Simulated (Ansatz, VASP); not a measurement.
## Two plane-wave programs on SrO

```
Sr O
1.0
     0.00000    2.59751    2.59751
     2.59751    0.00000    2.59751
     2.59751    2.59751    0.00000
Sr O
1 1
Direct
  0.53850 0.46150 0.53850
  0.00000 0.00000 0.00000
```

Alike in both runs: task single point; functional PBE; k mesh 12 × 12 × 12; occupations gaussian, width 0.05 eV; no spin polarisation.

|  | VASP | Ansatz |
| --- | --- | --- |
| version | VASP 6.6.1 | Ansatz 0.2.0 |
| potentials or method | VASP PAW PBE potentials, release 64 (Sr_sv, O), cutoff 520 eV | scalar-relativistic, plane waves, PAW |
| valence electrons in the cell | 16 | 16 |

VASP gave:

```
gap on the k mesh at the Fermi level (eV)                     : 3.36
least direct gap on the mesh (eV)                             : 3.42
pressure (GPa)                                                : 1.5
traceless stress, the component that is largest in VASP (GPa) : 2.71
rms of the force components (eV/Å)                            : 0.295
```

**Question.** Which values does Ansatz return?

**Answer.** gap on the k mesh at the Fermi level (eV): 3.41; least direct gap on the mesh (eV): 3.45; pressure (GPa): 1.0; traceless stress, the component that is largest in VASP (GPa): 2.55; rms of the force components (eV/Å): 0.277.

Atom by atom the forces differ by 0.019 eV/Å (rms over components). The functional is the same, so the differences come from potentials, cutoffs and numerics.
